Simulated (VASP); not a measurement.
# InSe in VASP: further runs

InSe is run at these levels: PBEsol; tasks: single point.

All numbers are computed with VASP 6.6.1; they aren't measurements. Logs are shortened: lines on timing, memory, paths and dates and some standing lists are left out, and cuts for length are marked.

## (1) The cell of the first run

The structure is monoclinic, space group C2/m (No. 12). The conventional cell has a = 11.736 Å, b = 4.110 Å, c = 4.529 Å, α = 90.00°, β = 110.68°, γ = 90.00°. Within 3.5 Å of In (site symmetry m) lie 5 Se at 2.56 to 3.47 Å and 1 In at 2.74 Å. Se (site symmetry m) has 5 In at 2.56 to 3.47 Å and 3 Se at 3.50 to 3.51 Å within 3.6 Å.

## (2) Single point, PBEsol (zz strain of -2 %)

INCAR

```
PREC     = Accurate       # precision mode
ENCUT    = 520            # plane-wave cutoff, eV
EDIFF    = 1E-6           # SCF threshold, eV
ISMEAR   = -1             # smearing method
SIGMA    = 0.02           # smearing width, eV
LREAL    = F              # projectors in reciprocal space
LASPH    = T              # aspherical terms in the spheres
NELM     = 60             # most SCF steps
ALGO     = Normal         # electronic algorithm
ISIF     = 2              # what is computed and relaxed
LWAVE    = F              # write WAVECAR
LCHARG   = F              # write CHGCAR
GGA      = PS             # functional
NBANDS   = 27             # bands
```

KPOINTS

```
Automatic mesh
0
Gamma
  7 7 6
```

POSCAR

```
InSe
1.0
    5.8679026766     -2.0550000000      0.0000000000
    5.8679026766      2.0550000000      0.0000000000
   -1.5994156962      0.0000000000      4.2371832783
In Se
2 2
Direct
    0.8840000000      0.8840000000      0.0050000000
    0.1160000000      0.1160000000      0.9950000000
    0.6600000000      0.6600000000      0.6420000000
    0.3400000000      0.3400000000      0.3580000000
```

Potentials or basis: VASP PAW PBE potentials, release 64 (In_d, Se).

Started as:

```sh
> cat potpaw_PBE.64/In_d/POTCAR potpaw_PBE.64/Se/POTCAR > POTCAR
> mpirun -np 1 vasp_std > vasp.out
```

OUTCAR:

```text
PREC = Accurate
   ENCUT = 520
   EDIFF = 1E-6
   ISMEAR = -1
   LREAL = F
   LASPH = T
   NELM = 60
   ISIF = 2
   GGA = PS

 ion  position               nearest neighbor table
   1  0.884  0.884  0.005-   3 2.56   2 2.74   4 2.76   4 2.76   2 3.74   2 3.74
   2  0.116  0.116  0.995-   4 2.56   1 2.74   3 2.76   3 2.76   1 3.74   1 3.74
   3  0.660  0.660  0.642-   1 2.56   2 2.76   2 2.76
   4  0.340  0.340  0.358-   2 2.56   1 2.76   1 2.76

  LATTYP: Found a base centered monoclinic cell.
 ALAT       =    11.7358053532
 B/A-ratio  =     0.3502103074
 C/A-ratio  =     0.3859131228
 COS(beta)  =    -0.3531497549

  Lattice vectors:

 A1 = (   5.8679026766,  -2.0550000000,   0.0000000000)
 A2 = (   5.8679026766,   2.0550000000,   0.0000000000)
 A3 = (  -1.5994156962,   0.0000000000,   4.2371832783)

Analysis of symmetry for initial positions (statically):
=====================================================================
 Subroutine PRICEL returns:
 Original cell was already a primitive cell.

 Routine SETGRP: Setting up the symmetry group for a
 base centered monoclinic supercell.

 Subroutine GETGRP returns: Found  4 space group operations
 (whereof  4 operations were pure point group operations)
 out of a pool of  4 trial point group operations.

The static configuration has the point symmetry C_2h.

Analysis of symmetry for dynamics (positions and initial velocities):
=====================================================================
 Subroutine PRICEL returns:
 Original cell was already a primitive cell.

 Routine SETGRP: Setting up the symmetry group for a
 base centered monoclinic supercell.

 Subroutine GETGRP returns: Found  4 space group operations
 (whereof  4 operations were pure point group operations)
 out of a pool of  4 trial point group operations.

The dynamic configuration has the point symmetry C_2h.

 Subroutine INISYM returns: Found  4 space group operations
 (whereof  4 operations are pure point group operations),
 and found     1 'primitive' translations

----------------------------------------------------------------------------------------

                                     Primitive cell

  volume of cell :     102.1885

  direct lattice vectors                    reciprocal lattice vectors
     5.867902677 -2.055000000  0.000000000     0.085209321 -0.243309002  0.032164085
     5.867902677  2.055000000  0.000000000     0.085209321  0.243309002  0.032164085
    -1.599415696  0.000000000  4.237183278     0.000000000  0.000000000  0.236005840

  length of vectors
     6.217339208  6.217339208  4.529001292     0.259796896  0.259796896  0.236005840

  position of ions in fractional coordinates (direct lattice)
     0.884000000  0.884000000  0.005000000
     0.116000000  0.116000000  0.995000000
     0.660000000  0.660000000  0.642000000
     0.340000000  0.340000000  0.358000000

  ion indices of the primitive-cell ions
   primitive index   ion index
                 1           1
                 2           2
                 3           3
                 4           4

----------------------------------------------------------------------------------------

 KPOINTS: Automatic mesh

Automatic generation of k-mesh.
 Grid dimensions read from file:
 generate k-points for:    7    7    6

 Generating k-lattice:

  Cartesian coordinates                     Fractional coordinates (reciprocal lattice)
     0.012172760 -0.034758429  0.004594869     0.142857143  0.000000000  0.000000000
     0.012172760  0.034758429  0.004594869     0.000000000  0.142857143  0.000000000
     0.000000000  0.000000000  0.039334307     0.000000000  0.000000000  0.166666667

  Length of vectors
     0.037113842  0.037113842  0.039334307

  Shift w.r.t. Gamma in fractional coordinates (k-lattice)
     0.000000000  0.000000000  0.000000000

 Subroutine IBZKPT returns following result:
 ===========================================

 Found     88 irreducible k-points:

 Following reciprocal coordinates:
            Coordinates               Weight
  0.000000  0.000000  0.000000      1.000000
  0.142857  0.000000 -0.000000      4.000000
  0.285714 -0.000000 -0.000000      4.000000
  0.428571  0.000000 -0.000000      4.000000
  0.142857  0.142857 -0.000000      2.000000
  0.285714  0.142857 -0.000000      4.000000
[... 16 lines left out ...]
 -0.142857 -0.000000  0.166667      4.000000
  0.142857  0.142857  0.166667      2.000000
 [... further k-points ...]
   k-points           NKPTS =     88   k-points in BZ     NKDIM =     88   number of bands    NBANDS=     27
   number of dos      NEDOS =    301   number of ions     NIONS =      4
   total plane-waves  NPLWV =  82944
   dimension x,y,z NGX =    48 NGY =   48 NGZ =   36
   dimension x,y,z NGXF=    96 NGYF=   96 NGZF=   72
   ions per type =               2   2
   NGX,Y,Z   is equivalent  to a cutoff of  12.83, 12.83, 13.21 a.u.
   NGXF,Y,Z  is equivalent  to a cutoff of  25.67, 25.67, 26.43 a.u.
 SYSTEM =  unknown system
   PREC   = accura    normal or accurate (medium, high low for compatibility)
   ISTART =      0    job   : 0-new  1-cont  2-samecut
   ICHARG =      2    charge: 1-file 2-atom 10-const
   ISPIN  =      1    spin polarized calculation?
   LNONCOLLINEAR =      F non collinear calculations
   LSORBIT =      F    spin-orbit coupling
   LASPH  =      T    aspherical Exc in radial PAW
   ENCUT  =  520.0 eV  38.22 Ry    6.18 a.u.  11.56 11.56  8.42*2*pi/ulx,y,z
   NELM   =     60;   NELMIN=  2; NELMDL= -5     # of ELM steps
   EDIFF  = 0.1E-05   stopping-criterion for ELM
   LREAL  =      F    real-space projection
   EDIFFG = 0.1E-04   stopping-criterion for IOM
   NSW    =      0    number of steps for IOM
   IBRION =     -1    ionic relax: 0-MD 1-quasi-New 2-CG
   NFREE  =      0    steps in history (QN), initial steepest desc. (CG)
   ISIF   =      2    stress and relaxation
   ISYM   =      2    0-nonsym 1-usesym 2-fastsym
   POTIM  = 0.5000    time-step for ionic-motion
   TEBEG  =    0.0;   TEEND  =   0.0 temperature during run
   PSTRESS=    0.0 pullay stress
   NELECT =      38.0000    total number of electrons
   NUPDOWN=      -1.0000    fix difference up-down
   EMIN   =  10.00;   EMAX   =-10.00  energy-range for DOS
   EFERMI =   0.00;   METHOD = LEGACY
   ISMEAR =    -1;   SIGMA  =   0.02  broadening in eV -4-tet -1-fermi 0-gaus
   EFERMI_NEDOS =   21; number of points for ismear=-14 and -15
   IALGO  =     38    algorithm
   IMIX   =      4    mixing-type and parameters
     AMIX     =   0.40;   BMIX     =  1.00
     AMIX_MAG =   1.60;   BMIX_MAG =  1.00
  volume/ion in A,a.u.               =      25.55       172.40
  Fermi-wavevector in a.u.,A,eV,Ry     =   1.177250  2.224680 18.856554  1.385918
  Thomas-Fermi vector in A             =   2.313600
   LORBIT       =      0    0 simple, 1 ext, 2 COOP (PROOUT), +10 PAW based schemes
   GGA     = PS    functional components
   LHFCALC =     F    Hartree Fock is set to
   AEXX    =    0.0000 exact exchange contribution
   IVDW    =     0    specifies the selected vdW correction
   LEPSILON=     F    determine dielectric tensor
   LRPA    =     F    only Hartree local field effects (RPA)
 non-spin polarized calculation
  energy-cutoff  :      520.00
  volume of cell :      102.19
 maximum number of plane-waves:      2776
 NGX is ok and might be reduce to    48
   NGX = 23   NGY = 23   NGZ = 17

 number of electron      37.9999997 magnetization

 Free energy of the ion-electron system (eV)
  ---------------------------------------------------
  ext. energy  EPLUGINS =         0.00000000
  ---------------------------------------------------
  free energy    TOTEN  =       -15.45321306 eV

  energy without entropy =      -15.45321306  energy(sigma->0) =      -15.45321306

 E-fermi :   5.4695     XC(G=0):  -9.8604

 val. band max:        5.0207764641   @ k =  -0.2857  -0.2857   0.3333
 cond. band min:       5.8970082888   @ k =   0.4286   0.4286  -0.0000
 fundamental gap:      0.8762318246
 Fermi energy:         5.4694862270

 k-point     1 :       0.0000    0.0000    0.0000
  band No.  band energies     occupation
      1      -9.6781      2.00000
      2      -9.6100      2.00000
      3      -9.2978      2.00000
      4      -9.2869      2.00000
      5      -9.2425      2.00000
      6      -9.2378      2.00000
[... 19 lines left out ...]
     26      12.1118      0.00000
     27      13.7925      0.00000

 k-point     2 :       0.1429    0.0000   -0.0000
  band No.  band energies     occupation
      1      -9.6754      2.00000
      2      -9.6041      2.00000
      3      -9.3465      2.00000
      4      -9.2821      2.00000
      5      -9.2575      2.00000
      6      -9.2301      2.00000
[... 19 lines left out ...]
     26      12.0946      0.00000
     27      13.5346      0.00000

 k-point     3 :       0.2857   -0.0000   -0.0000
  band No.  band energies     occupation
      1      -9.6686      2.00000
      2      -9.6003      2.00000
      3      -9.3957      2.00000
      4      -9.3107      2.00000
      5      -9.2569      2.00000
      6      -9.2409      2.00000
[... 19 lines left out ...]
     26      12.2925      0.00000
     27      13.0418      0.00000

 k-point     4 :       0.4286    0.0000   -0.0000
  band No.  band energies     occupation
      1      -9.6623      2.00000
      2      -9.6087      2.00000
      3      -9.3913      2.00000
      4      -9.3561      2.00000
      5      -9.2499      2.00000
      6      -9.2467      2.00000
[... 19 lines left out ...]
     26      12.7586      0.00000
     27      13.4970      0.00000

 k-point     5 :       0.1429    0.1429   -0.0000
  band No.  band energies     occupation
      1      -9.6976      2.00000
      2      -9.5742      2.00000
      3      -9.3211      2.00000
      4      -9.2908      2.00000
      5      -9.2425      2.00000
      6      -9.2378      2.00000
[... 19 lines left out ...]
     26      12.0765      0.00000
     27      13.6362      0.00000

 k-point     6 :       0.2857    0.1429   -0.0000
  band No.  band energies     occupation
      1      -9.7033      2.00000
      2      -9.5482      2.00000
      3      -9.3565      2.00000
      4      -9.3001      2.00000
      5      -9.2664      2.00000
      6      -9.2251      2.00000
[... 444 lines left out ...]
      1      -9.6702      2.00000
      2      -9.6179      2.00000
      3      -9.4145      2.00000
      4      -9.3682      2.00000
      5      -9.2551      2.00000
      6      -9.2357      2.00000
[... 19 lines left out ...]
     26      11.6225      0.00000
     27      13.0921      0.00000

 k-point    22 :      -0.2857    0.0000    0.1667
  band No.  band energies     occupation
      1      -9.6752      2.00000
      2      -9.6025      2.00000
      3      -9.4129      2.00000
      4      -9.3308      2.00000
      5      -9.2542      2.00000
      6      -9.2343      2.00000
[... 19 lines left out ...]
     26      12.3980      0.00000
     27      12.7033      0.00000

 k-point    23 :      -0.1429   -0.0000    0.1667
  band No.  band energies     occupation
      1      -9.6803      2.00000
      2      -9.6061      2.00000
      3      -9.3494      2.00000
      4      -9.2864      2.00000
      5      -9.2638      2.00000
      6      -9.2286      2.00000
[... 19 lines left out ...]
     26      11.7677      0.00000
     27      13.3528      0.00000

 k-point    24 :       0.1429    0.1429    0.1667
  band No.  band energies     occupation
      1      -9.7022      2.00000
      2      -9.5776      2.00000
      3      -9.3215      2.00000
      4      -9.2793      2.00000
      5      -9.2444      2.00000
      6      -9.2371      2.00000
[... 19 lines left out ...]
     26      11.6929      0.00000
     27      12.6039      0.00000

 [... further k-points ...]
[... 5 lines left out ...]
  --------------------------------------------------------------------------------------
  -------------------------------------------------------------------------------------
  Total        1.8838179     -0.4527833      0.5317401      0.0000000      0.0000000      1.6985310
  in kB       29.5357183     -7.0990305      8.3369656      0.0000000      0.0000000     26.6306694
  external PRESSURE =      10.2578845 kB  Pullay stress =       0.0000000 kB

 VOLUME and BASIS-vectors are now :
 -----------------------------------------------------------------------------
  energy-cutoff  :      520.00
  volume of cell :      102.19
      direct lattice vectors                 reciprocal lattice vectors
     5.867902677 -2.055000000  0.000000000     0.085209321 -0.243309002  0.032164085
     5.867902677  2.055000000  0.000000000     0.085209321  0.243309002  0.032164085
    -1.599415696  0.000000000  4.237183278     0.000000000  0.000000000  0.236005840

 POSITION                                       TOTAL-FORCE (eV/Angst)
 -----------------------------------------------------------------------------------
     10.36645      0.00000      0.02119         0.015875      0.000000      0.501637
     -0.23007      0.00000      4.21600        -0.015875      0.000000     -0.501637
      6.71881      0.00000      2.72027        -0.785978      0.000000     -0.251759
      3.41758      0.00000      1.51691         0.785978      0.000000      0.251759
 -----------------------------------------------------------------------------------
    total drift:                               -0.000000     -0.000000      0.000000

  FREE ENERGIE OF THE ION-ELECTRON SYSTEM (eV)
  ---------------------------------------------------
  free  energy   TOTEN  =       -15.4532130589 eV

  energy  without entropy=      -15.4532130589  energy(sigma->0) =      -15.45321306
```

It took 3.8 min on 1 thread of Intel Xeon Platinum 8488C (Sapphire Rapids), shared host; peak memory 0.4 GiB.

What came out:

```
Free energy            : -15.4532 eV
Pressure               : 1.0 GPa
Largest force          : 0.825 eV/Å
Band gap on the k mesh : 0.88 eV (least direct gap 1.23 eV)
```

Forces on the atoms (eV/Å):
```
In   0.016  0.000  0.502
In  -0.016  0.000 -0.502
Se  -0.786  0.000 -0.252
Se   0.786  0.000  0.252
```

Caveat: the cell differs from its parent crystal (zz strain of -2 %); the PAW data sets were made with another functional, which shifts forces and pressure a little; spin-orbit coupling is left out, which moves the levels of the heavy elements. A k mesh can miss the band edges.

(Part 1 of 3 ends here.)
